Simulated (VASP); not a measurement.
Wanted: the native input for a VASP 6.6.1 run.

| Quantity | Value |
| --- | --- |
| Task | relaxation of cell and atoms |
| Functional | PBE |
| Potentials or basis | VASP PAW PBE potentials, release 64 (Cs_sv, Br) |
| Cutoff | 600 eV |
| k mesh | 10 × 10 × 10 |
| Occupations | gaussian, width 0.1 eV |
| Spin | no spin polarisation |
| Dipole correction | no |
| Further INCAR settings | ALGO = Normal; EDIFF = 1e-07; IBRION = 2; EDIFFG = -0.01; NSW = 100; ISIF = 3 |

The structure of CsBr2 lies in POSCAR:

```
CsBr2
1.0
    0.0000000000      4.2373718000      4.2373718000
    4.2373718000      0.0000000000      4.2373718000
    4.2373718000      4.2373718000      0.0000000000
Cs Br
1 2
Direct
    0.0000000000      0.0000000000      0.0000000000
    0.2500000000      0.2500000000      0.2500000000
    0.7500000000      0.7500000000      0.7500000000
```

The input as run:

INCAR

```
PREC = Accurate ; ENCUT = 600
EDIFF = 1E-7 ; ISMEAR = 0
SIGMA = 0.1 ; LREAL = False
LASPH = True ; NELM = 60
ALGO = Normal ; ISIF = 3
LWAVE = False ; LCHARG = False
GGA = PE ; IBRION = 2
NSW = 100 ; EDIFFG = -0.01
```

KPOINTS

```
regular mesh
0
Gamma
  10 10 10
```

Potentials or basis: VASP PAW PBE potentials, release 64 (Cs_sv, Br).

Launch:

```console
$ cat potpaw_PBE.64/Cs_sv/POTCAR potpaw_PBE.64/Br/POTCAR > POTCAR
$ mpirun -np 1 vasp_std > vasp.out
```

Results of the run:

```json
{
  "Relaxed volume": "51.45 Å³/atom",
  "Relaxed cell": "a = 6.021 Å, b = 6.021 Å, c = 6.021 Å, α = 60.00°, β = 60.00°, γ = 60.00°",
  "Space group after relaxing (to 0.1 Å)": "Fm-3m (No. 225)",
  "Energy gained by relaxing": "0.3 meV/atom",
  "Ionic steps": "3",
  "Pressure after relaxing": "0.0 GPa",
  "Band gap on the k mesh": "zero (an odd number of electrons rules out a gap without spin polarisation)"
}
```

Caveat: spin-orbit coupling is left out, which moves the levels of the heavy elements; an odd number of electrons without spin polarisation forces a metal; a magnetic or distorted state may lie lower.

It took 4.6 min on 1 thread of Intel(R) Xeon(R) Platinum 8175M CPU @ 2.50GHz (Skylake/Cascade Lake), on a shared host, peak memory 0.42 GiB.
